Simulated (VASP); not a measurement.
Set up this calculation in VASP 6.6.1, as the native input.

```yaml
Task: single point
Functional: r2SCAN
Potentials_or_basis: VASP PAW PBE potentials, release 64 (Cu)
Cutoff: 520 eV
k_mesh: 20 × 20 × 20
Occupations: gaussian, width 0.1 eV
Spin: no spin polarisation
Dipole_correction: no
Further_INCAR_settings: ALGO = Normal; EDIFF = 1e-07; NBANDS = 12
```

The system is Cu.

```
CELL_PARAMETERS angstrom
0.00000 1.73309 1.73309
1.73309 0.00000 1.73309
1.73309 1.73309 0.00000
ATOMIC_POSITIONS crystal
Cu 0.00000 0.00000 0.00000
```

This cell differs from its parent crystal: volume scaled by 0.91.

The input as run:

POSCAR

```
Cu
1.0
    0.0000000000      1.7330914690      1.7330914690
    1.7330914690      0.0000000000      1.7330914690
    1.7330914690      1.7330914690      0.0000000000
Cu
1
Direct
    0.0000000000      0.0000000000      0.0000000000
```

INCAR.step1

```
SYSTEM = Cu
PREC = Accurate
ENCUT = 520
ISMEAR = 0
SIGMA = 0.1
LREAL = .False.
LASPH = .True.
NELM = 80
NBANDS = 12
GGA = PE
ALGO = Normal
EDIFF = 1E-4
LWAVE = .True.
LCHARG = .False.
```

INCAR.step2

```
SYSTEM = Cu
PREC = Accurate
ENCUT = 520
EDIFF = 1E-7
ISMEAR = 0
SIGMA = 0.1
LREAL = .False.
LASPH = .True.
NELM = 80
ALGO = Normal
ISIF = 2
LWAVE = .False.
LCHARG = .False.
METAGGA = R2SCAN
LMIXTAU = .True.
NBANDS = 12
ISTART = 1
```

KPOINTS

```
Automatic mesh
0
Gamma
  20 20 20
  0 0 0
```

Potentials or basis: VASP PAW PBE potentials, release 64 (Cu).

The run is started by

```console
$ cat potpaw_PBE.64/Cu/POTCAR > POTCAR
$ cp INCAR.step1 INCAR
$ mpirun -np 1 vasp_std > vasp.out
$ cp INCAR.step2 INCAR
$ mpirun -np 1 vasp_std > vasp.out
```

It gave:

- Pressure: 20.2 GPa

Caveat: the PAW data sets were made with another functional, which shifts forces and pressure a little.

Run time: 57 s on 1 thread of Intel(R) Xeon(R) 6975P-C (Granite Rapids), with other jobs on the host, peak memory 0.14 GiB.
